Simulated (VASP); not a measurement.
# Sr2I in VASP: notebook

Runs on Sr2I. Level: PBE. Tasks: single point.

Everything below comes from runs of VASP 6.6.1. Logs are shortened: lines on timing, memory, paths and dates and some standing lists are left out, and cuts for length are marked.

## (1) The cell of the first run

The structure is trigonal, space group P-3m1 (No. 164). Conventional cell: a = 4.335 Å, b = 4.335 Å, c = 8.447 Å, α = 90.00°, β = 90.00°, γ = 120.00°. Sr (site symmetry 3m) has 3 I at 3.57 Å and 9 Sr at 4.19 to 4.33 Å within 4.7 Å. I (site symmetry -3m) has 6 Sr at 3.57 Å and 6 I at 4.33 Å within 4.7 Å.

## (2) Single point, PBE

INCAR

```
ALGO     = Normal         # electronic algorithm
EDIFF    = 1E-7           # SCF threshold, eV
ENCUT    = 520            # plane-wave cutoff, eV
GGA      = PE             # functional
ISIF     = 2              # what is computed and relaxed
ISMEAR   = 0              # smearing method
LASPH    = T              # aspherical terms in the spheres
LCHARG   = T              # write CHGCAR
LELF     = T              # ELF
LREAL    = F              # projectors in reciprocal space
LVHAR    = T            
LWAVE    = F              # write WAVECAR
NBANDS   = 20             # bands
NELM     = 80             # most SCF steps
PREC     = Accurate       # precision mode
SIGMA    = 0.1            # smearing width, eV
```

KPOINTS

```
k-points
0
Gamma
  12 12 6
```

POSCAR

```
Sr2I
1.0
    4.3349793008      0.0000000289      0.0000000000
   -2.1674896754      3.7542021849      0.0000000000
    0.0000000000      0.0000000000      8.4472373000
Sr I
2 1
Direct
    0.3333333333      0.6666666667      0.8013650000
    0.6666666667      0.3333333333      0.1986350000
    0.0000000000      0.0000000000      0.5000000000
```

Potentials or basis: VASP PAW PBE potentials, release 64 (Sr_sv, I).

Run with:

```bash
> cat potpaw_PBE.64/Sr_sv/POTCAR potpaw_PBE.64/I/POTCAR > POTCAR
> mpirun -np 1 vasp_std > vasp.out
```

OUTCAR:

```text
EDIFF = 1E-7
   ENCUT = 520
   GGA = PE
   ISIF = 2
   ISMEAR = 0
   LASPH = T
   LREAL = F
   NELM = 80
   PREC = Accurate

 ion  position               nearest neighbor table
   1  0.333  0.667  0.801-   3 3.57   3 3.57   3 3.57   2 4.19   2 4.19   2 4.19
   2  0.667  0.333  0.199-   3 3.57   3 3.57   3 3.57   1 4.19   1 4.19   1 4.19
   3  0.000  0.000  0.500-   1 3.57   2 3.57   1 3.57   2 3.57   2 3.57   1 3.57

  LATTYP: Found a hexagonal cell.
 ALAT       =     4.3349793008
 C/A-ratio  =     1.9486222918

  Lattice vectors:

 A1 = (   4.3349793008,   0.0000000289,   0.0000000000)
 A2 = (  -2.1674896754,   3.7542021849,   0.0000000000)
 A3 = (   0.0000000000,   0.0000000000,   8.4472373000)

Analysis of symmetry for initial positions (statically):
=====================================================================
 Subroutine PRICEL returns:
 Original cell was already a primitive cell.

 Routine SETGRP: Setting up the symmetry group for a
 hexagonal supercell.

 Subroutine GETGRP returns: Found 12 space group operations
 (whereof 12 operations were pure point group operations)
 out of a pool of 24 trial point group operations.

The static configuration has the point symmetry D_3d.

Analysis of symmetry for dynamics (positions and initial velocities):
=====================================================================
 Subroutine PRICEL returns:
 Original cell was already a primitive cell.

 Routine SETGRP: Setting up the symmetry group for a
 hexagonal supercell.

 Subroutine GETGRP returns: Found 12 space group operations
 (whereof 12 operations were pure point group operations)
 out of a pool of 24 trial point group operations.

The dynamic configuration has the point symmetry D_3d.

 Subroutine INISYM returns: Found 12 space group operations
 (whereof 12 operations are pure point group operations),
 and found     1 'primitive' translations

----------------------------------------------------------------------------------------

                                     Primitive cell

  volume of cell :     137.4736

  direct lattice vectors                    reciprocal lattice vectors
     4.334979301  0.000000029  0.000000000     0.230681608  0.133184091  0.000000000
    -2.167489675  3.754202185  0.000000000    -0.000000002  0.266368178  0.000000000
     0.000000000  0.000000000  8.447237300     0.000000000  0.000000000  0.118381900

  length of vectors
     4.334979301  4.334979301  8.447237300     0.266368178  0.266368178  0.118381900

  position of ions in fractional coordinates (direct lattice)
     0.333333333  0.666666667  0.801365000
     0.666666667  0.333333333  0.198635000
     0.000000000  0.000000000  0.500000000

  ion indices of the primitive-cell ions
   primitive index   ion index
                 1           1
                 2           2
                 3           3

----------------------------------------------------------------------------------------

 KPOINTS: k-points

Automatic generation of k-mesh.
 Grid dimensions read from file:
 generate k-points for:   12   12    6

 Generating k-lattice:

  Cartesian coordinates                     Fractional coordinates (reciprocal lattice)
     0.019223467  0.011098674  0.000000000     0.083333333 -0.000000000  0.000000000
    -0.000000000  0.022197348  0.000000000     0.000000000  0.083333333  0.000000000
     0.000000000  0.000000000  0.019730317     0.000000000  0.000000000  0.166666667

  Length of vectors
     0.022197348  0.022197348  0.019730317

  Shift w.r.t. Gamma in fractional coordinates (k-lattice)
     0.000000000  0.000000000  0.000000000

 Subroutine IBZKPT returns following result:
 ===========================================

 Found    100 irreducible k-points:

 Following reciprocal coordinates:
            Coordinates               Weight
  0.000000  0.000000  0.000000      1.000000
  0.083333  0.000000  0.000000      6.000000
  0.166667 -0.000000  0.000000      6.000000
  0.250000  0.000000  0.000000      6.000000
  0.333333 -0.000000  0.000000      6.000000
  0.416667 -0.000000  0.000000      6.000000
[... 16 lines left out ...]
  0.166667 -0.000000  0.166667      6.000000
 -0.000000  0.166667  0.166667      6.000000
 [... further k-points ...]
   k-points           NKPTS =    100   k-points in BZ     NKDIM =    100   number of bands    NBANDS=     20
   number of dos      NEDOS =    301   number of ions     NIONS =      3
   total plane-waves  NPLWV =  65536
   dimension x,y,z NGX =    32 NGY =   32 NGZ =   64
   dimension x,y,z NGXF=    64 NGYF=   64 NGZF=  128
   ions per type =               2   1
   NGX,Y,Z   is equivalent  to a cutoff of  12.27, 12.27, 12.60 a.u.
   NGXF,Y,Z  is equivalent  to a cutoff of  24.54, 24.54, 25.19 a.u.
 SYSTEM =  unknown system
   PREC   = accura    normal or accurate (medium, high low for compatibility)
   ISTART =      0    job   : 0-new  1-cont  2-samecut
   ICHARG =      2    charge: 1-file 2-atom 10-const
   ISPIN  =      1    spin polarized calculation?
   LNONCOLLINEAR =      F non collinear calculations
   LSORBIT =      F    spin-orbit coupling
   LASPH  =      T    aspherical Exc in radial PAW
   ENCUT  =  520.0 eV  38.22 Ry    6.18 a.u.   8.06  8.06 15.71*2*pi/ulx,y,z
   NELM   =     80;   NELMIN=  2; NELMDL= -5     # of ELM steps
   EDIFF  = 0.1E-06   stopping-criterion for ELM
   LREAL  =      F    real-space projection
   EDIFFG = 0.1E-05   stopping-criterion for IOM
   NSW    =      0    number of steps for IOM
   IBRION =     -1    ionic relax: 0-MD 1-quasi-New 2-CG
   NFREE  =      0    steps in history (QN), initial steepest desc. (CG)
   ISIF   =      2    stress and relaxation
   ISYM   =      2    0-nonsym 1-usesym 2-fastsym
   POTIM  = 0.5000    time-step for ionic-motion
   TEBEG  =    0.0;   TEEND  =   0.0 temperature during run
   PSTRESS=    0.0 pullay stress
   NELECT =      27.0000    total number of electrons
   NUPDOWN=      -1.0000    fix difference up-down
   EMIN   =  10.00;   EMAX   =-10.00  energy-range for DOS
   EFERMI =   0.00;   METHOD = LEGACY
   ISMEAR =     0;   SIGMA  =   0.10  broadening in eV -4-tet -1-fermi 0-gaus
   EFERMI_NEDOS =   21; number of points for ismear=-14 and -15
   IALGO  =     38    algorithm
   IMIX   =      4    mixing-type and parameters
     AMIX     =   0.40;   BMIX     =  1.00
     AMIX_MAG =   1.60;   BMIX_MAG =  1.00
  volume/ion in A,a.u.               =      45.82       309.24
  Fermi-wavevector in a.u.,A,eV,Ry     =   0.951604  1.798271 12.320760  0.905550
  Thomas-Fermi vector in A             =   2.080090
   LORBIT       =      0    0 simple, 1 ext, 2 COOP (PROOUT), +10 PAW based schemes
   GGA     = PE    functional components
   LHFCALC =     F    Hartree Fock is set to
   AEXX    =    0.0000 exact exchange contribution
   IVDW    =     0    specifies the selected vdW correction
   LEPSILON=     F    determine dielectric tensor
   LRPA    =     F    only Hartree local field effects (RPA)
 non-spin polarized calculation
 Gauss-broadening in eV      SIGMA  =   0.10
  energy-cutoff  :      520.00
  volume of cell :      137.47
 maximum number of plane-waves:      3750
   NGX = 17   NGY = 17   NGZ = 31

 number of electron      26.9999998 magnetization

 Free energy of the ion-electron system (eV)
  ---------------------------------------------------
  ext. energy  EPLUGINS =         0.00000000
  ---------------------------------------------------
  free energy    TOTEN  =        -7.15110852 eV

  energy without entropy =       -7.13418399  energy(sigma->0) =       -7.14264625

 E-fermi :   3.3196     XC(G=0):  -7.8545

 val. band max:        3.3128109807   @ k =   0.3333   0.3333   0.0000
 cond. band min:       3.3207720903   @ k =   0.3333  -0.0000   0.0000
 fundamental gap:      0.0079611096
 Fermi energy:         3.3195500434

 k-point     1 :       0.0000    0.0000    0.0000
  band No.  band energies     occupation
      1     -33.4771      2.00000
      2     -33.4683      2.00000
      3     -15.5618      2.00000
      4     -15.4266      2.00000
      5     -15.3981      2.00000
      6     -15.3981      2.00000
[... 12 lines left out ...]
     19       5.5966      0.00000
     20       5.5966      0.00000

 k-point     2 :       0.0833    0.0000    0.0000
  band No.  band energies     occupation
      1     -33.4764      2.00000
      2     -33.4679      2.00000
      3     -15.5575      2.00000
      4     -15.4307      2.00000
      5     -15.4033      2.00000
      6     -15.4007      2.00000
[... 12 lines left out ...]
     19       5.5190      0.00000
     20       5.6444      0.00000

 k-point     3 :       0.1667   -0.0000    0.0000
  band No.  band energies     occupation
      1     -33.4747      2.00000
      2     -33.4669      2.00000
      3     -15.5459      2.00000
      4     -15.4476      2.00000
      5     -15.4183      2.00000
      6     -15.4098      2.00000
[... 12 lines left out ...]
     19       5.6526      0.00000
     20       5.8138      0.00000

 k-point     4 :       0.2500    0.0000    0.0000
  band No.  band energies     occupation
      1     -33.4722      2.00000
      2     -33.4656      2.00000
      3     -15.5303      2.00000
      4     -15.4776      2.00000
      5     -15.4497      2.00000
      6     -15.4173      2.00000
[... 12 lines left out ...]
     19       5.7628      0.00000
     20       6.1004      0.00000

 k-point     5 :       0.3333   -0.0000    0.0000
  band No.  band energies     occupation
      1     -33.4695      2.00000
      2     -33.4645      2.00000
      3     -15.5196      2.00000
      4     -15.5104      2.00000
      5     -15.4728      2.00000
      6     -15.4265      2.00000
[... 12 lines left out ...]
     19       5.9261      0.00000
     20       6.2369      0.00000

 k-point     6 :       0.4167   -0.0000    0.0000
  band No.  band energies     occupation
      1     -33.4674      2.00000
      2     -33.4638      2.00000
      3     -15.5353      2.00000
      4     -15.5257      2.00000
      5     -15.4707      2.00000
      6     -15.4334      2.00000
[... 12 lines left out ...]
     19       6.0303      0.00000
     20       6.4373      0.00000

 k-point     7 :       0.5000    0.0000    0.0000
  band No.  band energies     occupation
      1     -33.4665      2.00000
      2     -33.4636      2.00000
      3     -15.5445      2.00000
      4     -15.5313      2.00000
      5     -15.4635      2.00000
      6     -15.4396      2.00000
[... 12 lines left out ...]
     19       6.0661      0.00000
     20       6.4362      0.00000
[... 277 lines left out ...]
 k-point    20 :       0.0000    0.0000    0.1667
  band No.  band energies     occupation
      1     -33.4770      2.00000
      2     -33.4683      2.00000
      3     -15.5562      2.00000
      4     -15.4327      2.00000
      5     -15.3981      2.00000
      6     -15.3981      2.00000
[... 12 lines left out ...]
     19       5.6352      0.00000
     20       5.6352      0.00000

 k-point    21 :       0.0833    0.0000    0.1667
  band No.  band energies     occupation
      1     -33.4764      2.00000
      2     -33.4680      2.00000
      3     -15.5522      2.00000
      4     -15.4363      2.00000
      5     -15.4036      2.00000
      6     -15.4009      2.00000
[... 12 lines left out ...]
     19       5.4528      0.00000
     20       5.7766      0.00000

 k-point    22 :      -0.0000    0.0833    0.1667
  band No.  band energies     occupation
      1     -33.4764      2.00000
      2     -33.4680      2.00000
      3     -15.5523      2.00000
      4     -15.4365      2.00000
      5     -15.4036      2.00000
      6     -15.4005      2.00000
[... 12 lines left out ...]
     19       5.5877      0.00000
     20       5.5991      0.00000

 k-point    23 :       0.1667   -0.0000    0.1667
  band No.  band energies     occupation
      1     -33.4746      2.00000
      2     -33.4670      2.00000
      3     -15.5412      2.00000
      4     -15.4507      2.00000
      5     -15.4208      2.00000
      6     -15.4092      2.00000
[... 12 lines left out ...]
     19       5.6178      0.00000
     20       5.9968      0.00000

 k-point    24 :      -0.0000    0.1667    0.1667
  band No.  band energies     occupation
      1     -33.4746      2.00000
      2     -33.4670      2.00000
      3     -15.5421      2.00000
      4     -15.4526      2.00000
      5     -15.4152      2.00000
      6     -15.4118      2.00000
[... 12 lines left out ...]
     19       5.5821      0.00000
     20       5.6816      0.00000

 [... further k-points ...]

------------------------ aborting loop because EDIFF is reached ----------------------------------------

  FORCE on cell =-STRESS in cart. coord.  units (eV):
  Direction    XX          YY          ZZ          XY          YZ          ZX
  --------------------------------------------------------------------------------------
  -------------------------------------------------------------------------------------
  Total        0.0157826      0.0157826      0.0233493      0.0000000      0.0000000     -0.0000000
  in kB        0.1839371      0.1839371      0.2721228      0.0000000      0.0000000     -0.0000000
  external PRESSURE =       0.2133324 kB  Pullay stress =       0.0000000 kB

 VOLUME and BASIS-vectors are now :
 -----------------------------------------------------------------------------
  energy-cutoff  :      520.00
  volume of cell :      137.47
      direct lattice vectors                 reciprocal lattice vectors
     4.334979301  0.000000029  0.000000000     0.230681608  0.133184091  0.000000000
    -2.167489675  3.754202185  0.000000000    -0.000000002  0.266368178  0.000000000
     0.000000000  0.000000000  8.447237300     0.000000000  0.000000000  0.118381900

 POSITION                                       TOTAL-FORCE (eV/Angst)
 -----------------------------------------------------------------------------------
     -0.00000      2.50280      6.76932         0.000000     -0.000000      0.003882
      2.16749      1.25140      1.67792        -0.000000      0.000000     -0.003882
      0.00000      0.00000      4.22362         0.000000      0.000000      0.000000
 -----------------------------------------------------------------------------------
    total drift:                                0.000000      0.000000     -0.000000

  FREE ENERGIE OF THE ION-ELECTRON SYSTEM (eV)
  ---------------------------------------------------
  free  energy   TOTEN  =        -7.1511085225 eV

  energy  without entropy=       -7.1341839863  energy(sigma->0) =       -7.14264625
```

It took 5.7 min on 1 thread of Oxide Virtual Turin-like, shared host; peak memory 0.4 GiB.

Results:

| Item | Value |
| --- | --- |
| Free energy | -7.1511 eV |
| Pressure | 0.0 GPa |
| Largest force | 0.004 eV/Å |

Forces in eV/Å, atoms in the order of the input:
```
Sr   0.000  0.000  0.004
Sr   0.000  0.000 -0.004
I    0.000  0.000  0.000
```

Levels at points of the mesh, in eV from the Fermi level:
| k point | band 12 | band 13 | band 14 | band 15 | band 16 | band 17 |
| --- | --- | --- | --- | --- | --- | --- |
| (0.00, 0.00, 0.00) | -3.53 | -2.83 | -0.14 | 1.32 | 1.76 | 2.03 |
| (0.50, 0.00, 0.00) | -4.02 | -0.57 | -0.23 | 0.10 | 1.43 | 1.76 |
| (0.00, 0.00, 0.50) | -3.53 | -1.93 | -1.31 | 1.37 | 1.93 | 1.93 |
| (0.50, 0.00, 0.50) | -4.01 | -0.78 | -0.18 | 0.48 | 0.89 | 1.49 |

Caveat: spin-orbit coupling is left out, which moves the levels of the heavy elements; an odd number of electrons without spin polarisation forces a metal; a magnetic or distorted state may lie lower.

## (3) Single point, PBE

This run uses another cell than the first one: it holds 6 atoms, not 3.

INCAR

```
SYSTEM = Sr2I
PREC = Accurate ; ENCUT = 520
EDIFF = 1E-7 ; ISMEAR = 0
SIGMA = 0.2 ; LREAL = .FALSE.
LASPH = .TRUE. ; NELM = 60
ALGO = Normal ; ISIF = 2
LWAVE = .FALSE. ; LCHARG = .TRUE.
GGA = PE ; LELF = .TRUE.
LVHAR = .TRUE. ; NBANDS = 36
```

KPOINTS

```
Automatic mesh
0
G
  6 6 2
  0 0 0
```

POSCAR

```
Sr2I
1.0
    4.3601791909      0.0041503307      0.0090429099
   -2.1765812750      3.7533003789      0.0107536332
    0.0364033779      0.0700521029     16.8911320267
Sr I
4 2
Direct
    0.3365067213      0.6666227399      0.4005657985
    0.3301882690      0.6643729423      0.9004879883
    0.6667628718      0.3343985883      0.0995605302
    0.6667395600      0.3341380612      0.5995960007
    0.0020864771      0.0016463091      0.2502153387
   -0.0022838993     -0.0011786408      0.7495743434
```

Potentials or basis: VASP PAW PBE potentials, release 64 (Sr_sv, I).

Run with:

```bash
> cat potpaw_PBE.64/Sr_sv/POTCAR potpaw_PBE.64/I/POTCAR > POTCAR
> mpirun -np 1 vasp_std > vasp.out
```

Wall time 12 min (1 thread of Oxide Virtual Turin-like, shared host); peak memory 0.51 GiB.

It converged, with:

* Free energy: -14.3366 eV
* Pressure: -0.1 GPa
* Largest force: 0.010 eV/Å
* Band gap on the k mesh: zero (band 27 reaches 3.45 eV, above the bottom of band 28 at 2.68 eV)

Forces in eV/Å, atoms in the order of the input:
```
Sr  -0.007  0.001 -0.001
Sr   0.002  0.003 -0.005
Sr   0.001 -0.001  0.002
Sr   0.002 -0.001 -0.005
I    0.000 -0.003 -0.002
I    0.002  0.001  0.010
```

Stress tensor (GPa, compression positive):
```
-0.09 -0.01 -0.03
-0.01 -0.05 -0.05
-0.03 -0.05 -0.07
```

Levels at points of the mesh, in eV from the Fermi level:
| k point | band 24 | band 25 | band 26 | band 27 | band 28 | band 29 | band 30 | band 31 |
| --- | --- | --- | --- | --- | --- | --- | --- | --- |
| (0.00, 0.00, 0.00) | -3.54 | -2.84 | -1.94 | -1.31 | -0.14 | 1.30 | 1.33 | 1.73 |
| (0.50, 0.00, 0.00) | -4.01 | -0.80 | -0.60 | -0.27 | -0.21 | 0.09 | 0.47 | 0.88 |
| (0.00, 0.50, 0.00) | -4.06 | -0.79 | -0.57 | -0.24 | -0.19 | 0.07 | 0.47 | 0.87 |
| (0.50, 0.50, 0.00) | -4.03 | -0.80 | -0.59 | -0.26 | -0.20 | 0.08 | 0.48 | 0.88 |
| (0.00, 0.00, 0.50) | -3.54 | -2.51 | -2.50 | -0.63 | -0.62 | 1.37 | 1.37 | 1.79 |
| (0.50, 0.00, 0.50) | -4.01 | -0.71 | -0.71 | -0.24 | -0.23 | 0.22 | 0.23 | 1.24 |
| (0.00, 0.50, 0.50) | -4.06 | -0.69 | -0.69 | -0.22 | -0.21 | 0.22 | 0.22 | 1.23 |
| (0.50, 0.50, 0.50) | -4.03 | -0.71 | -0.70 | -0.23 | -0.23 | 0.23 | 0.23 | 1.24 |

Caveat: spin-orbit coupling is left out, which moves the levels of the heavy elements.
